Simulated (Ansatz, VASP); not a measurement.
# One calculation of Fe2Cl, two programs

```
Fe Cl
1.0
     4.10314    0.00000    0.00000
     0.00000    4.10314    0.00000
     0.00000    0.00000    5.24344
Fe Cl
4 2
Direct
  0.00000 0.50000 0.16392
  0.00000 0.50000 0.66392
  0.50000 0.00000 0.33608
  0.50000 0.00000 0.83608
  0.00000 0.00000 0.00000
  0.50000 0.50000 0.50000
```

Alike in both runs: functional PBE; k mesh 4 × 4 × 4; occupations gaussian, width 0.1 eV; collinear spin.

Ansatz relaxed the structure, and its values are those at the end. VASP's run is a single point on that final structure, the one shown.

```csv
,VASP,Ansatz
version,VASP 6.6.1,Ansatz 0.2.0
potentials or method,"VASP PAW PBE potentials, release 64 (Fe_sv, Cl), cutoff 690 eV","scalar-relativistic, plane waves, PAW"
valence electrons in the cell,78,78
```

Ansatz gave:

* gap on the k mesh at the Fermi level (eV): none
* pressure (GPa): 0.3
* rms of the force components (eV/Å): 0.019
* net moment per atom (μB): 1.71
* size of the moment on the site where the two differ most (μB): 0.05

**Question.** What did VASP give for the same quantities?

**Answer.** gap on the k mesh at the Fermi level (eV): none; pressure (GPa): -0.1; rms of the force components (eV/Å): 0.016; net moment per atom (μB): 1.71; size of the moment on the site where the two differ most (μB): 0.08.

Site moments also hang on the region over which each program counts them. A gap of «none» marks a metal or a gap that the smearing closes.

The k mesh is coarse, so the values compare programs but aren't converged.
